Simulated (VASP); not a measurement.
Wanted: the native input for a VASP 6.6.1 run.

| Property | Result |
| --- | --- |
| Task | single point |
| Functional | PBE |
| Potentials or basis | VASP PAW PBE potentials, release 64 (Si, C) |
| Cutoff | 600 eV |
| k mesh | 12 × 12 × 6 |
| Occupations | fermi-dirac, width 0.02 eV |
| Spin | no spin polarisation |
| Dipole correction | no |
| Further INCAR settings | ALGO = Normal; EDIFF = 1e-06; NBANDS = 16 |

The structure of SiC lies in POSCAR:

```
SiC
1.0
    3.1373348780      0.0825119073      0.0000000000
   -1.4972100311      2.6757557509      0.0000000000
    0.0000000000      0.0000000000      4.9327210893
Si C
2 2
Direct
    0.3352102423      0.6664110358      0.2500000000
    0.6647897577      0.3335889642      0.7500000000
    0.6783318841      0.3321982238      0.2500000000
    0.3216681159      0.6678017762      0.7500000000
```

This cell differs from its parent crystal: shear xy strain +5.3%.

The input as run:

INCAR

```
  PREC = Accurate
  ENCUT = 600
  EDIFF = 1E-6
  ISMEAR = -1
  SIGMA = 0.02
  LREAL = False
  LASPH = True
  NELM = 120
  ALGO = Normal
  ISIF = 2
  LWAVE = False
  LCHARG = False
  GGA = PE
  NBANDS = 16
  GGA_COMPAT = False
```

KPOINTS

```
regular mesh
0
Gamma
  12 12 6
```

Potentials or basis: VASP PAW PBE potentials, release 64 (Si, C).

Command:

```bash
$ cat potpaw_PBE.64/Si/POTCAR potpaw_PBE.64/C/POTCAR > POTCAR
$ mpirun -np 1 vasp_std > vasp.out
```

Results of the run:

```
Pressure               : 3.7 GPa
Largest force          : 0.042 eV/Å
Band gap on the k mesh : zero (bands 8 and 9 overlap by 0.73 eV)
```

Caveat: the cell differs from its parent crystal (shear xy strain +5.3%); the stress differs along the axes, from -0 to 7 GPa; semilocal functionals underestimate gaps, and a narrow one can read as zero.

Run time: 2.6 min on 1 thread of AMD EPYC 9755 128-Core Processor, on a shared host, peak memory 0.28 GiB.
